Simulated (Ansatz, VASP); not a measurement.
**Two plane-wave programs on Ta**

The input POSCAR:

```
Ta
1.0
    0.0000000000      3.0298054557      3.0298054557
    3.0298054557      0.0000000000      3.0298054557
    3.0298054557      3.0298054557      0.0000000000
Ta
2
Direct
    0.1250000000      0.1250000000      0.1250000000
    0.8750000000      0.8750000000      0.8750000000
```

Contents of INCAR.step1:

```
SYSTEM = Ta
  PREC = Accurate
  ENCUT = 520
  ISMEAR = -1
  SIGMA = 0.1
  LREAL = .False.
  LASPH = .True.
  NELM = 60
  NBANDS = 18
  GGA = PE
  ALGO = Normal
  EDIFF = 1E-4
  LWAVE = .True.
  LCHARG = .False.
```

File INCAR.step2:

```
SYSTEM = Ta
  PREC = Accurate
  ENCUT = 520
  EDIFF = 1E-6
  ISMEAR = -1
  SIGMA = 0.1
  LREAL = .False.
  LASPH = .True.
  NELM = 60
  ALGO = Normal
  ISIF = 2
  LWAVE = .False.
  LCHARG = .False.
  METAGGA = R2SCAN
  LMIXTAU = .True.
  NBANDS = 18
  ISTART = 1
```

File KPOINTS:

```
Automatic mesh
0
Gamma
  10 10 10
  0 0 0
```

Input for Ansatz:

```yaml
crystal:
  lattice:
    - [0.0, 3.0298054557, 3.0298054557]
    - [3.0298054557, 0.0, 3.0298054557]
    - [3.0298054557, 3.0298054557, 0.0]
  atoms:
    - { symbol: Ta, position: [0.125, 0.125, 0.125] }
    - { symbol: Ta, position: [0.875, 0.875, 0.875] }
hamiltonian:
  xc: r2scan
  pseudopotentials:
    kind: paw
    azcp:
      Ta: "pseudopotentials/Ta.paw.azcp"
basis:
  ecutwfc: 500
  fft_grid_basis: typed
kpoints:
  mp_grid: { grid: [10, 10, 10], shift: [0, 0, 0] }
magnetization:
  spin_polarized: false
scf:
  occupations: { method: fermi_dirac, width: 0.1 }
  lower_state_search: "off"
output:
  stress: true
```

Alike in both runs: task single point; functional r2SCAN; k mesh 10 × 10 × 10; occupations fermi-dirac, width 0.1 eV; no spin polarisation.

```csv
,VASP,Ansatz
version,VASP 6.6.1,Ansatz 0.2.0
potentials or method,"VASP PAW PBE potentials, release 64 (Ta_pv), cutoff 520 eV","plane waves (500 eV) with PAW, scalar-relativistic"
valence electrons in the cell,22,26
```

Ansatz gave:

- pressure (GPa): 0.0

Task: Which values does VASP return?

Result: Pressure (GPa): 0.3.

VASP's potentials were made for PBE, not for r2SCAN. The functional is the same, so the differences come from potentials, cutoffs and numerics. VASP's potentials hold 22 valence electrons a cell and Ansatz's 26, so a difference there can come from the potentials and not from the codes.

Spin-orbit coupling is off throughout.
